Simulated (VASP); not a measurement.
Wanted: the native input for a VASP 6.6.1 run.

* Task: single point
* Functional: PBEsol
* Potentials or basis: VASP PAW PBE potentials, release 64 (Ti_sv, Al)
* Cutoff: 520 eV
* k mesh: 14 × 14 × 14
* Occupations: gaussian, width 0.15 eV
* Spin: no spin polarisation
* Dipole correction: no
* Further INCAR settings: ALGO = Fast; EDIFF = 1e-06; NBANDS = 14

The structure of TiAl lies in POSCAR:

```
TiAl
1.0
    2.9250135935      0.0000000000      0.0000000000
    0.0000000000      3.3877383079      0.0000000000
    0.0000000000      0.0000000000      3.1563759507
Ti Al
1 1
Direct
    0.0000000000      0.0000000000      0.0000000000
    0.5000000000      0.5000000000      0.5000000000
```

This cell differs from its parent crystal: normal strain along x -0.0733, normal strain along y +0.0733.

One way to write it, as run:

INCAR

```
ALGO = Fast
EDIFF = 1E-6
ENCUT = 520
GGA = PS
ISIF = 2
ISMEAR = 0
LASPH = T
LCHARG = T
LELF = T
LREAL = F
LVHAR = T
LWAVE = F
NBANDS = 14
NELM = 60
PREC = Accurate
SIGMA = 0.15
```

KPOINTS

```
k-points
0
Gamma
  14 14 14
```

Potentials or basis: VASP PAW PBE potentials, release 64 (Ti_sv, Al).

The run is started by

```sh
$ cat potpaw_PBE.64/Ti_sv/POTCAR potpaw_PBE.64/Al/POTCAR > POTCAR
$ mpirun -np 1 vasp_std > vasp.out
```

Results of the run:

| Quantity | Value |
| --- | --- |
| Pressure | 1.0 GPa |

Caveat: the cell differs from its parent crystal (normal strain along x -0.0733, normal strain along y +0.0733); the PAW data sets were made with another functional, which shifts forces and pressure a little.

Wall time 4 min on 1 thread of Intel(R) Xeon(R) Platinum 8259CL CPU @ 2.50GHz (Skylake/Cascade Lake), on a shared host, peak memory 0.34 GiB.
